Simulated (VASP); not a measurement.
Runs of VASP 6.6.1 on MgI2. Symmetry: P-3m1, No. 164, trigonal system. Conventional cell: a = 4.157 Å, b = 4.157 Å, c = 6.876 Å, α = 90.00°, β = 90.00°, γ = 120.00°. Within 3.8 Å of Mg (site symmetry -3m) lie 6 I at 2.92 Å. Within 3.8 Å of I (site symmetry 3m) lie 3 Mg at 2.92 Å. 

| level | k mesh | grid for exact exchange (PRECFOCK) | share of exact exchange | screening parameter | gap on the mesh (eV) | pressure (GPa) | largest force (eV/Å) |
| --- | --- | --- | --- | --- | --- | --- | --- |
| HSE06 | 6 × 6 × 2 | Normal | 0.25 | 0.2079 1/Å | 4.48 | (a) | 0.13 |
| r2SCAN | 6 × 6 × 4 | - | - | - | 4.10 | (b) | 0.04 |
| PBE-based screened hybrid with 40 % exact exchange | 6 × 6 × 2 | Normal | 0.4 | 0.2078 1/Å | 5.07 | (c) | 0.20 |
| r2SCAN | 3 × 3 × 3 | - | - | - | 4.37 | 1.0 | 0.07 |

Alike in all rows: task single point; potentials or basis VASP PAW PBE potentials, release 64 (Mg, I); no spin polarisation; cell as given; cutoff (eV) 520; smearing gaussian 0.01 eV.

Question: Fill in the values left out.

Answer: (a) 0.3; (b) 0.5; (c) -0.2.

Caveats: some runs use coarse meshes; the PAW data sets were made with another functional, which shifts forces and pressure a little; spin-orbit coupling is left out, which moves the levels of the heavy elements; this functional lacks dispersion, which binds layers or chains, so the pressure and a relaxed spacing across them are unreliable (at least some runs).

A k mesh can miss the band edges, and the runs leave out spin-orbit coupling on I.
